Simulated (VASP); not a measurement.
Y3Te2Se: single point with PBEsol

The system is Y3Te2Se.

```
Se Y Te
1.0
     4.18552    0.00000    0.00000
    -2.09276    3.62476    0.00000
     0.00000    0.00000   10.42848
Se Y Te
1 3 2
Direct
  0.00000 0.00000 0.00000
  0.00000 0.00000 0.50000
  0.66667 0.33333 0.14283
  0.33333 0.66667 0.85717
  0.33333 0.66667 0.32359
  0.66667 0.33333 0.67641
```

```
Program             : VASP 6.6.1
Task                : single point
Functional          : PBEsol
Potentials or basis : VASP PAW PBE potentials, release 64 (Se, Y_sv, Te)
Cutoff              : 520 eV
k mesh              : 12 × 12 × 4
Occupations         : gaussian, width 0.1 eV
Spin                : no spin polarisation
```

| Quantity | Value |
| --- | --- |
| Pressure | 0.0 GPa |

Levels at points of the mesh, in eV from the Fermi level:
| k point | band 22 | band 23 | band 24 | band 25 | band 26 | band 27 | band 28 | band 29 | band 30 | band 31 |
| --- | --- | --- | --- | --- | --- | --- | --- | --- | --- | --- |
| (0.00, 0.00, 0.00) | -2.51 | -2.12 | -2.12 | -0.26 | -0.25 | -0.25 | 0.35 | 0.50 | 0.50 | 0.74 |
| (0.50, 0.00, 0.00) | -3.80 | -3.52 | -3.21 | -2.00 | 0.02 | 0.88 | 1.43 | 1.71 | 2.06 | 2.08 |
| (0.00, 0.00, 0.50) | -3.16 | -2.60 | -2.60 | -0.03 | -0.03 | 0.02 | 0.18 | 0.42 | 0.42 | 1.60 |
| (0.50, 0.00, 0.50) | -4.15 | -3.69 | -3.31 | -1.34 | -0.91 | 1.54 | 1.83 | 1.90 | 2.09 | 2.11 |

It took 6.6 min on 1 thread of AMD EPYC 7R13 Processor (Zen 3), on a shared host, peak memory 0.51 GiB.

Caveat: the PAW data sets were made with another functional, which shifts forces and pressure a little; spin-orbit coupling is left out, which moves the levels of the heavy elements.
